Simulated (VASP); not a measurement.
# Tl (P6_3/mmc) in VASP: notebook

Tl is run at these levels: LDA; tasks: single point.

All numbers are computed with VASP 6.6.1; they aren't measurements. Logs are shortened: lines on timing, memory, paths and dates and some standing lists are left out, and cuts for length are marked.

## Step 1: The cell of the first run

The structure is hexagonal, space group P6_3/mmc (No. 194). The conventional cell has a = 3.333 Å, b = 3.333 Å, c = 10.829 Å, α = 90.00°, β = 90.00°, γ = 120.00°. Tl (site symmetry -3m) has 12 Tl at 3.32 to 3.33 Å within 4.4 Å. Tl (site symmetry -6m2) has 12 Tl at 3.32 to 3.33 Å within 4.4 Å.

## Step 2: Single point, LDA (volume scaled by 0.96)

Input file INCAR:

```
SYSTEM = Tl
PREC = Accurate
ENCUT = 520
EDIFF = 1E-6
ISMEAR = -1
SIGMA = 0.1
LREAL = .FALSE.
LASPH = .TRUE.
NELM = 60
ALGO = Normal
ISIF = 2
LWAVE = .FALSE.
LCHARG = .FALSE.
GGA = CA
NBANDS = 34
```

Input file KPOINTS:

```
regular mesh
0
G
  12 12 4
  0 0 0
```

Input file POSCAR:

```
Tl
1.0
    3.3326431695      0.0000000000      0.0000000000
   -1.6663215847      2.8861536465      0.0000000000
    0.0000000000      0.0000000000     10.8289609037
Tl
4
Direct
    1.0000000000      1.0000000000      0.0000000000
    1.0000000000      1.0000000000      0.5000000000
    0.3333333333      0.6666666667      0.2500000000
    0.6666666667      0.3333333333      0.7500000000
```

Potentials or basis: VASP PAW LDA potentials, release 64 (Tl_d).

Launch:

```
$ cat potpaw_LDA.64/Tl_d/POTCAR > POTCAR
$ mpirun -np 1 vasp_std > vasp.out
```

OUTCAR:

```text
SYSTEM = Tl
   PREC = Accurate
   ENCUT = 520
   EDIFF = 1E-6
   ISMEAR = -1
   LREAL = .FALSE.
   LASPH = .TRUE.
   NELM = 60
   ISIF = 2
   GGA = CA

 ion  position               nearest neighbor table
   1  0.000  0.000  0.000-   3 3.32   4 3.32   3 3.32   4 3.32   4 3.32   3 3.32
   2  0.000  0.000  0.500-   3 3.32   4 3.32   3 3.32   4 3.32   4 3.32   3 3.32
   3  0.333  0.667  0.250-   1 3.32   2 3.32   1 3.32   2 3.32   1 3.32   2 3.32
   4  0.667  0.333  0.750-   1 3.32   2 3.32   1 3.32   2 3.32   1 3.32   2 3.32

  LATTYP: Found a hexagonal cell.
 ALAT       =     3.3326431695
 C/A-ratio  =     3.2493610486

  Lattice vectors:

 A1 = (   3.3326431695,   0.0000000000,   0.0000000000)
 A2 = (  -1.6663215847,   2.8861536465,   0.0000000000)
 A3 = (   0.0000000000,   0.0000000000,  10.8289609037)

Analysis of symmetry for initial positions (statically):
=====================================================================
 Subroutine PRICEL returns:
 Original cell was already a primitive cell.

 Routine SETGRP: Setting up the symmetry group for a
 hexagonal supercell.

 Subroutine GETGRP returns: Found 24 space group operations
 (whereof 12 operations were pure point group operations)
 out of a pool of 24 trial point group operations.

The static configuration has the point symmetry D_3d.
 The point group associated with its full space group is D_6h.

Analysis of symmetry for dynamics (positions and initial velocities):
=====================================================================
 Subroutine PRICEL returns:
 Original cell was already a primitive cell.

 Routine SETGRP: Setting up the symmetry group for a
 hexagonal supercell.

 Subroutine GETGRP returns: Found 24 space group operations
 (whereof 12 operations were pure point group operations)
 out of a pool of 24 trial point group operations.

The dynamic configuration has the point symmetry D_3d.
 The point group associated with its full space group is D_6h.

 Subroutine INISYM returns: Found 24 space group operations
 (whereof 12 operations are pure point group operations),
 and found     1 'primitive' translations

----------------------------------------------------------------------------------------

                                     Primitive cell

  volume of cell :     104.1586

  direct lattice vectors                    reciprocal lattice vectors
[... 83 lines left out ...]
   ISTART =      0    job   : 0-new  1-cont  2-samecut
   ICHARG =      2    charge: 1-file 2-atom 10-const
   ISPIN  =      1    spin polarized calculation?
   LNONCOLLINEAR =      F non collinear calculations
   LSORBIT =      F    spin-orbit coupling
   LASPH  =      T    aspherical Exc in radial PAW
   ENCUT  =  520.0 eV  38.22 Ry    6.18 a.u.   6.20  6.20 20.13*2*pi/ulx,y,z
   NELM   =     60;   NELMIN=  2; NELMDL= -5     # of ELM steps
   EDIFF  = 0.1E-05   stopping-criterion for ELM
   LREAL  =      F    real-space projection
   EDIFFG = 0.1E-04   stopping-criterion for IOM
   NSW    =      0    number of steps for IOM
   IBRION =     -1    ionic relax: 0-MD 1-quasi-New 2-CG
   NFREE  =      0    steps in history (QN), initial steepest desc. (CG)
   ISIF   =      2    stress and relaxation
   ISYM   =      2    0-nonsym 1-usesym 2-fastsym
   POTIM  = 0.5000    time-step for ionic-motion
   TEBEG  =    0.0;   TEEND  =   0.0 temperature during run
   PSTRESS=    0.0 pullay stress
   NELECT =      52.0000    total number of electrons
   NUPDOWN=      -1.0000    fix difference up-down
   EMIN   =  10.00;   EMAX   =-10.00  energy-range for DOS
   EFERMI =   0.00;   METHOD = LEGACY
   ISMEAR =    -1;   SIGMA  =   0.10  broadening in eV -4-tet -1-fermi 0-gaus
   EFERMI_NEDOS =   21; number of points for ismear=-14 and -15
   IALGO  =     38    algorithm
   IMIX   =      4    mixing-type and parameters
     AMIX     =   0.40;   BMIX     =  1.00
     AMIX_MAG =   1.60;   BMIX_MAG =  1.00
  volume/ion in A,a.u.               =      26.04       175.72
  Fermi-wavevector in a.u.,A,eV,Ry     =   1.298706  2.454199 22.948102  1.686638
  Thomas-Fermi vector in A             =   2.430017
   LORBIT       =      0    0 simple, 1 ext, 2 COOP (PROOUT), +10 PAW based schemes
   GGA     = CA    functional components
   LHFCALC =     F    Hartree Fock is set to
   AEXX    =    0.0000 exact exchange contribution
   IVDW    =     0    specifies the selected vdW correction
   LEPSILON=     F    determine dielectric tensor
   LRPA    =     F    only Hartree local field effects (RPA)
 non-spin polarized calculation
  energy-cutoff  :      520.00
  volume of cell :      104.16
 maximum number of plane-waves:      2822
 NGX is ok and might be reduce to    28
   NGX = 13   NGY = 13   NGZ = 41

 number of electron      51.9999994 magnetization

 Free energy of the ion-electron system (eV)
  ---------------------------------------------------
  ext. energy  EPLUGINS =         0.00000000
  ---------------------------------------------------
  free energy    TOTEN  =       -11.68262530 eV

  energy without entropy =      -11.61764838  energy(sigma->0) =      -11.65013684

 E-fermi :   7.3084     XC(G=0): -10.9765

 val. band max:        7.3046365536   @ k =   0.4167   0.1667   0.2500
 cond. band min:       7.3617978038   @ k =   0.2500   0.1667   0.0000
 fundamental gap:      0.0571612502
 Fermi energy:         7.3083755507

 k-point     1 :       0.0000    0.0000    0.0000
  band No.  band energies     occupation
      1      -4.6841      2.00000
      2      -4.5122      2.00000
      3      -4.4943      2.00000
      4      -4.3777      2.00000
      5      -4.3777      2.00000
      6      -4.3654      2.00000
[... 877 lines left out ...]
     33      13.9073      0.00000
     34      14.8924      0.00000

 [... further k-points ...]
[... 5 lines left out ...]
  --------------------------------------------------------------------------------------
  -------------------------------------------------------------------------------------
  Total        1.3297250      1.3297250      1.3803986      0.0000000      0.0000000      0.0000000
  in kB       20.4539582     20.4539582     21.2334247      0.0000000      0.0000000      0.0000000
  external PRESSURE =      20.7137804 kB  Pullay stress =       0.0000000 kB

 VOLUME and BASIS-vectors are now :
 -----------------------------------------------------------------------------
  energy-cutoff  :      520.00
  volume of cell :      104.16
      direct lattice vectors                 reciprocal lattice vectors
     3.332643169  0.000000000  0.000000000     0.300062128  0.173240950  0.000000000
    -1.666321585  2.886153646  0.000000000     0.000000000  0.346481900  0.000000000
     0.000000000  0.000000000 10.828960904     0.000000000  0.000000000  0.092344964

 POSITION                                       TOTAL-FORCE (eV/Angst)
 -----------------------------------------------------------------------------------
      0.00000      0.00000      0.00000        -0.000000     -0.000000      0.000000
      0.00000      0.00000      5.41448        -0.000000     -0.000000      0.000000
     -0.00000      1.92410      2.70724        -0.000000      0.000000     -0.000000
      1.66632      0.96205      8.12172         0.000000     -0.000000      0.000000
 -----------------------------------------------------------------------------------
    total drift:                                0.000000     -0.000000      0.000000

  FREE ENERGIE OF THE ION-ELECTRON SYSTEM (eV)
  ---------------------------------------------------
  free  energy   TOTEN  =       -11.6826253040 eV

  energy  without entropy=      -11.6176483843  energy(sigma->0) =      -11.65013684
```

OSZICAR:

```text
N       E                     dE             d eps       ncg     rms          rms(c)
DAV:   1     0.300931196558E+03    0.30093E+03   -0.28073E+04  3924   0.146E+03
DAV:   2    -0.443798246653E+01   -0.30537E+03   -0.29971E+03  4216   0.337E+02
DAV:   3    -0.117827693771E+02   -0.73448E+01   -0.72650E+01  4460   0.447E+01
DAV:   4    -0.118476345967E+02   -0.64865E-01   -0.64655E-01  4236   0.401E+00
DAV:   5    -0.118484129945E+02   -0.77840E-03   -0.77839E-03  4210   0.492E-01    0.608E+00
DAV:   6    -0.117115152541E+02    0.13690E+00   -0.24277E-01  4096   0.315E+00    0.413E+00
DAV:   7    -0.116875652469E+02    0.23950E-01   -0.14580E-01  4032   0.239E+00    0.792E-01
DAV:   8    -0.116826098911E+02    0.49554E-02   -0.24109E-02  4016   0.966E-01    0.629E-02
DAV:   9    -0.116826264672E+02   -0.16576E-04   -0.15010E-04  4418   0.766E-02    0.240E-02
DAV:  10    -0.116826270357E+02   -0.56842E-06   -0.22741E-05  4110   0.325E-02    0.148E-02
DAV:  11    -0.116826252944E+02    0.17413E-05   -0.75115E-06  3996   0.181E-02    0.798E-04
DAV:  12    -0.116826253040E+02   -0.96825E-08   -0.11708E-07  2084   0.285E-03
   1 F= -.11682625E+02 E0= -.11650137E+02  d E =-.649769E-01
```

stdout:

```text
POSCAR found type information on POSCAR Tl
 POSCAR found :  1 types and       4 ions
 scaLAPACK will be used
 LDA part: xc-table for (Slater(with rela. corr.)+CA(PZ))
 , standard interpolation
 POSCAR, INCAR and KPOINTS ok, starting setup
 FFT: planning ... GRIDC
 FFT: planning ... GRID_SOFT
 FFT: planning ... GRID
 WAVECAR not read
 entering main loop
```

Run time: 4 min. Hardware: 1 thread of AMD EPYC 7R13, shared host; peak memory 0.26 GiB.

What came out:

- Free energy: -11.6826 eV
- Pressure: 2.1 GPa
- Band gap on the k mesh: zero (band 26 reaches 10.97 eV, above the bottom of band 27 at 6.04 eV)

Caveat: the cell differs from its parent crystal (volume scaled by 0.96); spin-orbit coupling is left out, which moves the levels of the heavy elements.

## Step 3: Single point, LDA

This run uses another cell than the first one, of 27.12 Å³/atom, 1.042 times its volume.

Input file INCAR:

```
SYSTEM = Tl
PREC     = Accurate       ! precision mode
ENCUT    = 520            ! plane-wave cutoff, eV
EDIFF    = 1E-6           ! SCF threshold, eV
ISMEAR   = -1             ! smearing method
SIGMA    = 0.1            ! smearing width, eV
LREAL    = .False.        ! projectors in reciprocal space
LASPH    = .True.         ! aspherical terms in the spheres
NELM     = 100            ! most SCF steps
ALGO     = Normal         ! electronic algorithm
ISIF     = 2              ! what is computed and relaxed
LWAVE    = .False.        ! write WAVECAR
LCHARG   = .False.        ! write CHGCAR
NBANDS   = 34             ! bands
```

Input file KPOINTS:

```
Automatic mesh
0
Gamma
  12 12 4
  0 0 0
```

Input file POSCAR:

```
Tl
1.0
    3.3783014893      0.0000000000      0.0000000000
   -1.6891507447      2.9256949114      0.0000000000
    0.0000000000      0.0000000000     10.9773212698
Tl
4
Direct
    1.0000000000      1.0000000000      0.0000000000
    1.0000000000      1.0000000000      0.5000000000
    0.3333333333      0.6666666667      0.2500000000
    0.6666666667      0.3333333333      0.7500000000
```

Potentials or basis: VASP PAW LDA potentials, release 64 (Tl_d).

Launch:

```
$ cat potpaw_LDA.64/Tl_d/POTCAR > POTCAR
$ mpirun -np 1 vasp_std > vasp.out
```

It took 4 min on 1 thread of AMD EPYC 7R13, shared host; peak memory 0.26 GiB.

The run converged. Its results:

| Quantity | Value |
| --- | --- |
| Free energy | -11.7132 eV |
| Pressure | 0.1 GPa |
| Band gap on the k mesh | zero (band 26 reaches 10.35 eV, above the bottom of band 27 at 5.64 eV) |

Levels at points of the mesh, in eV from the Fermi level:
```
           k point  band 22  band 23  band 24  band 25  band 26  band 27  band 28  band 29  band 30  band 31
(0.00, 0.00, 0.00)    -8.92    -8.91    -5.23    -3.11     3.30     3.31     8.49     8.49     9.49     9.49
(0.50, 0.00, 0.00)    -5.26    -4.62    -3.94    -2.87    -2.54    -0.27     0.14     1.90     3.00     4.10
(0.00, 0.00, 0.50)   -10.05    -7.05    -7.05    -0.60    -0.60     7.68     7.68     8.78     8.78     8.78
(0.50, 0.00, 0.50)    -5.41    -4.55    -4.55    -1.83    -1.83    -1.20    -1.20     3.62     3.62     4.56
```

Caveat: spin-orbit coupling is left out, which moves the levels of the heavy elements.
